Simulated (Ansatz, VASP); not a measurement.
## Two plane-wave programs on Ir

```
CELL_PARAMETERS angstrom
0.00000 1.91649 1.91649
1.91649 0.00000 1.91649
1.91649 1.91649 0.00000
ATOMIC_POSITIONS crystal
Ir 0.00000 0.00000 0.00000
```

Alike in both runs: functional PBEsol; k mesh 13 × 13 × 13; occupations fermi-dirac, width 0.15 eV; no spin polarisation.

Ansatz relaxed the structure, and its values are those at the end. VASP's run is a single point on that final structure, the one shown.

|  | VASP | Ansatz |
| --- | --- | --- |
| version | VASP 6.6.1 | Ansatz 0.2.0 |
| potentials or method | VASP PAW PBE potentials, release 64 (Ir_sv_GW), cutoff 560 eV | plane waves, PAW |
| valence electrons in the cell | 17 | 17 |

|  | VASP | Ansatz | Ansatz less VASP |
| --- | --- | --- | --- |
| pressure (GPa) | -1.9 | 0.0 | +1.86 |

VASP's potentials were made for PBE, not for PBEsol. The functional is the same, so the differences come from potentials, cutoffs and numerics.

Neither program's run includes spin-orbit coupling.
